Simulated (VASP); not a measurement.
SnO2, 6 atoms in the cell. Symmetry: Cm, No. 8, monoclinic system. The conventional cell has a = 11.126 Å, b = 4.053 Å, c = 4.053 Å, α = 90.00°, β = 111.36°, γ = 90.00°. Within 2.8 Å of Sn (site symmetry m) lie 6 O at 2.09 to 2.52 Å. Sn (site symmetry m) has 1 O at 1.35 Å within 1.8 Å. O (site symmetry m) has 1 Sn at 1.35 Å within 1.8 Å. O (site symmetry m) has 3 Sn at 2.09 to 2.10 Å and 2 O at 2.23 Å within 2.8 Å. Within 2.8 Å of O (site symmetry m) lie 3 Sn at 2.09 to 2.10 Å and 2 O at 2.58 Å. Within 2.8 Å of O (site symmetry m) lie 3 Sn at 2.09 to 2.10 Å and 3 O at 2.24 to 2.58 Å.  This cell differs from its parent crystal: atom 3 (O) moved by -0.587 Å along [0 1 0] and +0.880 Å along [0 0 1].

- Program: VASP 6.6.1
- Task: single point
- Functional: PBE
- Potentials or basis: VASP PAW PBE potentials, release 64 (Sn_d, O)
- Cutoff: 520 eV
- k mesh: 10 × 10 × 10
- Occupations: gaussian, width 0.05 eV
- Spin: no spin polarisation
- Dipole correction: no
- Further INCAR settings: ALGO = Normal; EDIFF = 1e-06; NBANDS = 35

Potentials or basis: VASP PAW PBE potentials, release 64 (Sn_d, O).

Run with:

```sh
$ cat potpaw_PBE.64/Sn_d/POTCAR potpaw_PBE.64/O/POTCAR > POTCAR
$ mpirun -np 1 vasp_std > vasp.out
```

Hardware: 1 thread of Intel(R) Xeon(R) 6975P-C (Granite Rapids), with other jobs on the host.

Question: How long does it take, and how much memory?

Answer: Run time: 14 min on 1 thread of Intel(R) Xeon(R) 6975P-C (Granite Rapids), with other jobs on the host, peak memory 0.78 GiB. Counts: scf iterations 16, k points 282.
